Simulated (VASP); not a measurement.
Set up this calculation in VASP 6.6.1, as the native input.

* Task: single point
* Functional: PBE
* Potentials or basis: VASP PAW PBE potentials, release 64 (Al, N)
* Cutoff: 600 eV
* k mesh: 4 × 4 × 3
* Occupations: gaussian, width 0.15 eV
* Spin: no spin polarisation
* Dipole correction: no
* Further INCAR settings: ALGO = Normal; EDIFF = 1e-06; NBANDS = 16

The structure of AlN lies in POSCAR:

```
AlN
1.0
    3.6281592973      0.0000000000      0.0000000000
    0.0000000000      3.6281592973      0.0000000000
    0.0000000000      0.0000000000      3.8809252960
Al N
2 2
Direct
    0.5000000000      0.0000000000      0.8026247559
    0.0000000000      0.5000000000      0.8026247559
    0.5000000000      0.5000000000      0.6538224474
    0.0000000000      0.0000000000     -0.0485692691
```

One way to write it, as run:

INCAR

```
ALGO = Normal
EDIFF = 1E-6
ENCUT = 600
GGA = PE
GGA_COMPAT = F
ISIF = 2
ISMEAR = 0
LASPH = T
LCHARG = F
LREAL = F
LWAVE = F
NBANDS = 16
NELM = 120
PREC = Accurate
SIGMA = 0.15
```

KPOINTS

```
k-points
0
Gamma
  4 4 3
```

Potentials or basis: VASP PAW PBE potentials, release 64 (Al, N).

Command:

```sh
$ cat potpaw_PBE.64/Al/POTCAR potpaw_PBE.64/N/POTCAR > POTCAR
$ mpirun -np 1 vasp_std > vasp.out
```

It gave:

```yaml
Pressure: -0.1 GPa
Band_gap_on_the_k_mesh: 2.93 eV, indirect (least direct gap 3.62 eV)
```

Caveat: the k points lie up to 0.54 Å⁻¹ apart.

It took 6.7 s on 1 thread of Intel(R) Xeon(R) 6975P-C (Granite Rapids) (shared host), peak memory 0.15 GiB.
